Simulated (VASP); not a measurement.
Input of a VASP 6.6.1 run:

File POSCAR:

```
BAs
1.0
    0.0000000000      1.8303300793      1.8303300793
    1.8303300793      0.0000000000      1.8303300793
    1.8303300793      1.8303300793      0.0000000000
B As
1 1
Direct
    0.0000000000      0.0000000000      0.0000000000
    0.2500000000      0.2500000000      0.2500000000
```

The input INCAR.step1:

```
SYSTEM = BAs
ALGO = Normal
EDIFF = 1E-4
ENCUT = 520
GGA = PE
ISMEAR = -1
LASPH = .TRUE.
LCHARG = .FALSE.
LREAL = .FALSE.
LWAVE = .TRUE.
NBANDS = 11
NELM = 60
PREC = Accurate
SIGMA = 0.001
```

Contents of INCAR.step2:

```
SYSTEM = BAs
ALGO = Normal
EDIFF = 1E-8
ENCUT = 520
ISIF = 2
ISMEAR = -1
ISTART = 1
LASPH = .TRUE.
LCHARG = .FALSE.
LEFG = .TRUE.
LMIXTAU = .TRUE.
LREAL = .FALSE.
LWAVE = .FALSE.
METAGGA = R2SCAN
NBANDS = 11
NELM = 60
PREC = Accurate
SIGMA = 0.001
```

Contents of KPOINTS:

```
k-points
0
G
  13 13 13
  0 0 0
```

Potentials or basis: VASP PAW PBE potentials, release 64 (B, As).

The run is started by

```bash
$ cat potpaw_PBE.64/B/POTCAR potpaw_PBE.64/As/POTCAR > POTCAR
$ cp INCAR.step1 INCAR
$ mpirun -np 1 vasp_std > vasp.out
$ cp INCAR.step2 INCAR
$ mpirun -np 1 vasp_std > vasp.out
```

Task: Predict the band gap on the k mesh.

Result: 0.46 eV, indirect (least direct gap 5.47 eV).

Task: What does it give for the pressure?

Result: 548.2 GPa.

Caveat: without QUAD_EFG the Cq values of the log hold for a quadrupole moment of 1 mb, not for the nuclei; the PAW data sets were made with another functional, which shifts forces and pressure a little. r2SCAN opens gaps a little over a GGA but as a rule still falls short of measured ones.
